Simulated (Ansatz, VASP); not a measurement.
BN: VASP beside Ansatz

The input INCAR:

```
SYSTEM = BN
  PREC = Accurate
  ENCUT = 520
  EDIFF = 1E-8
  ISMEAR = -1
  SIGMA = 0.03
  LREAL = .FALSE.
  LASPH = .TRUE.
  NELM = 60
  ALGO = Normal
  ISIF = 2
  LWAVE = .FALSE.
  LCHARG = .FALSE.
  GGA = PS
  LEFG = .TRUE.
  NBANDS = 11
```

File KPOINTS:

```
Automatic mesh
0
G
  16 16 16
  0 0 0
```

POSCAR

```
BN
1.0
    0.0000000000      1.8123531715      1.8123531715
    1.8123531715      0.0000000000      1.8123531715
    1.8123531715      1.8123531715      0.0000000000
B N
1 1
Direct
    0.0000000000      0.0000000000      0.0000000000
    0.2500000000      0.2500000000      0.2500000000
```

Input for Ansatz:

```yaml
crystal:
  lattice:
    - [0.0, 1.8123531715, 1.8123531715]
    - [1.8123531715, 0.0, 1.8123531715]
    - [1.8123531715, 1.8123531715, 0.0]
  atoms:
    - { symbol: B, position: [0.0, 0.0, 0.0] }
    - { symbol: "N", position: [0.25, 0.25, 0.25] }
kpoints:
  mp_grid: { grid: [16, 16, 16] }
  band_path:
    path:
      - [0.0, 0.0, 0.0]
      - [-0.5, -0.5, 0.0]
      - [-0.375, -0.375, 0.25]
      - [-0.375, 0.0, 0.375]
      - [0.0, 0.0, 0.0]
      - [0.0, 0.0, 0.5]
      - [-0.5, -0.25, 0.25]
      - [-0.5, -0.5, 0.0]
    npoints: 5
scf:
  occupations: { method: fermi_dirac, width: 0.03 }
hamiltonian:
  xc: pbesol
  pseudopotentials: { kind: paw }
output:
  forces: true
  stress: true
  eigenvalues: true
  efg: { contact_densities: true }
```

Alike in both runs: task electric field gradients; functional PBEsol; k mesh 16 × 16 × 16; occupations fermi-dirac, width 0.03 eV; no spin polarisation.

|  | VASP | Ansatz |
| --- | --- | --- |
| version | VASP 6.6.1 | Ansatz 0.2.0 |
| potentials or method | VASP PAW PBE potentials, release 64 (B, N) | PAW with Ansatz's default frozen-core files, scalar-relativistic |
| plane-wave cutoff (eV) | 520 | 420 |
| valence electrons in the cell | 8 | 8 |

|  | VASP | Ansatz | Ansatz less VASP |
| --- | --- | --- | --- |
| gap on the k mesh at the Fermi level (eV) | 4.27 | 4.28 | +0.013 |
| pressure (GPa) | -5.4 | -5.9 | -0.56 |

VASP's potentials were made for PBE, not for PBEsol. With one functional, cell and mesh, what is left measures potentials, basis and numerics.
